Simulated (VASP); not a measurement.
Wanted: the native input for a VASP 6.6.1 run.

| Quantity | Value |
| --- | --- |
| Task | relaxation of cell and atoms |
| Functional | PBE |
| Potentials or basis | VASP PAW PBE potentials, release 64 (Si, C) |
| Cutoff | 600 eV |
| k mesh | 6 × 6 × 2 |
| Occupations | gaussian, width 0.1 eV |
| Spin | no spin polarisation |
| Dipole correction | no |
| Further INCAR settings | ALGO = Normal; EDIFF = 1e-06; IBRION = 2; EDIFFG = -0.04; NSW = 90; ISIF = 3 |

The structure of Si3C2 lies in POSCAR:

```
Si3C2
1.0
    2.5969415100      0.0000000000      0.0000000000
   -1.2984707600      2.2490173200      0.0000000000
    0.0000000000      0.0000000000     12.1933952200
Si C
3 2
Direct
    0.0000000000      0.0000000000      0.7000000000
    0.0000000000      0.0000000000      0.3000000000
    0.0000000000      0.0000000000      0.5000000000
    0.0000000000      0.0000000000      0.9000000000
    0.0000000000      0.0000000000      0.1000000000
```

These files were run (other wordings do the same):

INCAR

```
SYSTEM = Si3C2
ALGO = Normal
EDIFF = 1E-6
EDIFFG = -0.04
ENCUT = 600
GGA = PE
IBRION = 2
ISIF = 3
ISMEAR = 0
LASPH = .True.
LCHARG = .False.
LREAL = .False.
LWAVE = .False.
NELM = 60
NSW = 90
PREC = Accurate
SIGMA = 0.1
```

KPOINTS

```
k-points
0
Gamma
  6 6 2
  0 0 0
```

Potentials or basis: VASP PAW PBE potentials, release 64 (Si, C).

Command:

```console
$ cat potpaw_PBE.64/Si/POTCAR potpaw_PBE.64/C/POTCAR > POTCAR
$ mpirun -np 1 vasp_std > vasp.out
```

Results of the run:

- Relaxed volume: 13.42 Å³/atom
- Relaxed cell: a = 2.756 Å, b = 2.756 Å, c = 10.207 Å, α = 90.00°, β = 90.00°, γ = 120.00°
- Space group after relaxing (to 0.1 Å): P6/mmm (No. 191)
- Pressure after relaxing: 0.3 GPa
- Largest force after relaxing: 0.013 eV/Å
- Band gap on the k mesh: zero (bands 10 and 11 overlap by 6.18 eV)

Caveat: the k points lie up to 0.44 Å⁻¹ apart in the final cell, too coarse for converged energies and pressures of a metal; a cell axis changed by over 15 % at a fixed basis, so the end point is rough.

Run time: 18 min on 1 thread of Intel Xeon 8259CL (shared host), peak memory 0.23 GiB.
